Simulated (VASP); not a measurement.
Set up this calculation in VASP 6.6.1, as the native input.

| Item | Value |
| --- | --- |
| Task | single point |
| Functional | PBEsol |
| Potentials or basis | VASP PAW PBE potentials, release 64 (Li_sv, F) |
| Cutoff | 750 eV |
| k mesh | 7 × 7 × 7 |
| Occupations | gaussian, width 0.01 eV |
| Spin | no spin polarisation |
| Dipole correction | no |
| Further INCAR settings | ALGO = Normal; EDIFF = 1e-06; NBANDS = 12 |

The structure of LiF (Griceite) lies in POSCAR:

```
LiF
1.0
    0.0000000000      1.9959362467      1.9959362467
    1.9959362467      0.0000000000      1.9959362467
    1.9959362467      1.9959362467      0.0000000000
Li F
1 1
Direct
    0.0000000000      0.0000000000      0.0000000000
    0.5000000000      0.5000000000      0.5000000000
```

One way to write it, as run:

INCAR

```
SYSTEM = LiF
  PREC = Accurate
  ENCUT = 750
  EDIFF = 1E-6
  ISMEAR = 0
  SIGMA = 0.01
  LREAL = .False.
  LASPH = .True.
  NELM = 120
  ALGO = Normal
  ISIF = 2
  LWAVE = .False.
  LCHARG = .True.
  GGA = PS
  LELF = .True.
  LVHAR = .True.
  NBANDS = 12
  GGA_COMPAT = .False.
```

KPOINTS

```
Automatic mesh
0
Gamma
  7 7 7
  0 0 0
```

Potentials or basis: VASP PAW PBE potentials, release 64 (Li_sv, F).

Launch:

```sh
$ cat potpaw_PBE.64/Li_sv/POTCAR potpaw_PBE.64/F/POTCAR > POTCAR
$ mpirun -np 1 vasp_std > vasp.out
```

Results of the run:

* Pressure: 0.5 GPa
* Band gap on the k mesh: 9.15 eV, direct

Caveat: the PAW data sets were made with another functional, which shifts forces and pressure a little.

Wall time 15 s on 1 thread of Intel Xeon 8259CL, on a shared host, peak memory 0.15 GiB.
